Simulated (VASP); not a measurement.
# W3O (Pmm2) in VASP: further runs, part 2 of 2

VASP 6.6.1.

## Step 3: Single point, PBEsol (atom 7 (O) moved -0.180 Å along Cartesian [1 0 0])

INCAR reads:

```
SYSTEM = W3O
PREC = Accurate
ENCUT = 520
EDIFF = 1E-6
ISMEAR = 0
SIGMA = 0.15
LREAL = .FALSE.
LASPH = .TRUE.
NELM = 100
ALGO = Normal
ISIF = 2
LWAVE = .FALSE.
LCHARG = .FALSE.
GGA = PS
NBANDS = 58
```

KPOINTS reads:

```
Automatic mesh
0
G
  8 8 8
  0 0 0
```

POSCAR reads:

```
W3O
1.0
    4.8313496810      0.0000000000      0.0000000000
    0.0000000000      4.8313496810      0.0000000000
    0.0000000000      0.0000000000      4.8313496810
W O
6 2
Direct
    0.5000000000      0.7500000000      0.0000000000
    0.0000000000      0.5000000000      0.7500000000
    0.2500000000      0.0000000000      0.5000000000
    0.5000000000      0.2500000000      0.0000000000
    0.0000000000      0.5000000000      0.2500000000
    0.7500000000      0.0000000000      0.5000000000
    0.4627433301      0.5000000000      0.5000000000
    0.0000000000      0.0000000000      0.0000000000
```

Potentials or basis: VASP PAW PBE potentials, release 64 (W_sv, O).

Started as:

```console
> cat potpaw_PBE.64/W_sv/POTCAR potpaw_PBE.64/O/POTCAR > POTCAR
> mpirun -np 1 vasp_std > vasp.out
```

OUTCAR:

```text
SYSTEM = W3O
   PREC = Accurate
   ENCUT = 520
   EDIFF = 1E-6
   ISMEAR = 0
   LREAL = .FALSE.
   LASPH = .TRUE.
   NELM = 100
   ISIF = 2
   GGA = PS

 ion  position               nearest neighbor table
   1  0.500  0.750  0.000-   4 2.42   4 2.42   8 2.70   8 2.70   7 2.71   7 2.71   2 2.96   3 2.96
                             6 2.96   5 2.96   6 2.96   2 2.96   5 2.96   3 2.96
   2  0.000  0.500  0.750-   5 2.42   5 2.42   7 2.54   8 2.70   8 2.70   3 2.96   4 2.96   1 2.96
                             3 2.96   6 2.96   6 2.96   1 2.96   4 2.96
   3  0.250  0.000  0.500-   6 2.42   6 2.42   7 2.63   7 2.63   8 2.70   8 2.70   4 2.96   1 2.96
                             4 2.96   5 2.96   2 2.96   5 2.96   1 2.96   2 2.96
   4  0.500  0.250  0.000-   1 2.42   1 2.42   8 2.70   8 2.70   7 2.71   7 2.71   3 2.96   3 2.96
                             6 2.96   5 2.96   6 2.96   2 2.96   5 2.96   2 2.96
   5  0.000  0.500  0.250-   2 2.42   2 2.42   7 2.54   8 2.70   8 2.70   1 2.96   3 2.96   4 2.96
                             3 2.96   6 2.96   6 2.96   1 2.96   4 2.96
   6  0.750  0.000  0.500-   3 2.42   3 2.42   8 2.70   8 2.70   5 2.96   2 2.96   1 2.96   4 2.96
                             1 2.96   2 2.96   5 2.96   4 2.96
   7  0.463  0.500  0.500-   2 2.54   5 2.54   3 2.63   3 2.63   1 2.71   1 2.71   4 2.71   4 2.71

   8  0.000  0.000  0.000-   1 2.70   2 2.70   3 2.70   4 2.70   5 2.70   6 2.70   3 2.70   6 2.70
[... 203 lines left out ...]

 k-point     1 :       0.0000    0.0000    0.0000
  band No.  band energies     occupation
      1     -64.1045      2.00000
      2     -64.0407      2.00000
      3     -64.0358      2.00000
      4     -63.8070      2.00000
      5     -63.7986      2.00000
      6     -63.7984      2.00000
[... 1453 lines left out ...]
     57      12.8812      0.00000
     58      12.9833      0.00000

 [... further k-points ...]
[... 5 lines left out ...]
  --------------------------------------------------------------------------------------
  -------------------------------------------------------------------------------------
  Total        0.5945035      0.9727036      0.8115107      0.0000000      0.0000000      0.0000000
  in kB        8.4461649     13.8192893     11.5292064      0.0000000      0.0000000      0.0000000
  external PRESSURE =      11.2648869 kB  Pullay stress =       0.0000000 kB

 VOLUME and BASIS-vectors are now :
 -----------------------------------------------------------------------------
  energy-cutoff  :      520.00
  volume of cell :      112.77
      direct lattice vectors                 reciprocal lattice vectors
     4.831349681  0.000000000  0.000000000     0.206981499  0.000000000  0.000000000
     0.000000000  4.831349681  0.000000000     0.000000000  0.206981499  0.000000000
     0.000000000  0.000000000  4.831349681     0.000000000  0.000000000  0.206981499

 POSITION                                       TOTAL-FORCE (eV/Angst)
 -----------------------------------------------------------------------------------
      2.41567      3.62351      0.00000         0.003141     -0.027864      0.000000
      0.00000      2.41567      3.62351         0.256216      0.000000      0.036581
      1.20784      0.00000      2.41567         0.123145      0.000000      0.000000
      2.41567      1.20784      0.00000         0.003141      0.027864      0.000000
      0.00000      2.41567      1.20784         0.256216      0.000000     -0.036581
      3.62351      0.00000      2.41567         0.097855      0.000000      0.000000
      2.23567      2.41567      2.41567        -0.789908      0.000000      0.000000
      0.00000      0.00000      0.00000         0.050194      0.000000      0.000000
 -----------------------------------------------------------------------------------
    total drift:                               -0.000216      0.000000      0.000001

  FREE ENERGIE OF THE ION-ELECTRON SYSTEM (eV)
  ---------------------------------------------------
  free  energy   TOTEN  =       -86.6295255599 eV

  energy  without entropy=      -86.5531753355  energy(sigma->0) =      -86.59135045
```

stdout:

```text
POSCAR found type information on POSCAR W O
 POSCAR found :  2 types and       8 ions
 scaLAPACK will be used
 -----------------------------------------------------------------------------
|                                                                             |
|                                                                             |
|     You enforced a specific xc type in the INCAR file but a different       |
|     I HOPE YOU KNOW WHAT YOU ARE DOING!                                     |
|                                                                             |
 -----------------------------------------------------------------------------

 LDA part: xc-table for (Slater+PW92), standard interpolation
 POSCAR, INCAR and KPOINTS ok, starting setup
 FFT: planning ... GRIDC
 FFT: planning ... GRID_SOFT
 FFT: planning ... GRID
 WAVECAR not read
 entering main loop
```

Wall time 8.4 min (1 thread of Intel Xeon 6975P-C (Granite Rapids), shared host); peak memory 0.61 GiB.

What came out:

```yaml
Free_energy: -86.6295 eV
Pressure: 1.1 GPa
Largest_force: 0.790 eV/Å
Band_gap_on_the_k_mesh: zero (band 48 reaches 10.55 eV, above the bottom of band 49 at 9.67 eV)
```

Forces in eV/Å, atoms in the order of the input:
```
W    0.003 -0.028  0.000
W    0.256  0.000  0.037
W    0.123  0.000  0.000
W    0.003  0.028  0.000
W    0.256  0.000 -0.037
W    0.098  0.000  0.000
O   -0.790  0.000  0.000
O    0.050  0.000  0.000
```

Caveat: the cell differs from its parent crystal (atom 7 (O) moved -0.180 Å along Cartesian [1 0 0]); the PAW data sets were made with another functional, which shifts forces and pressure a little; spin-orbit coupling is left out, which moves the levels of the heavy elements.
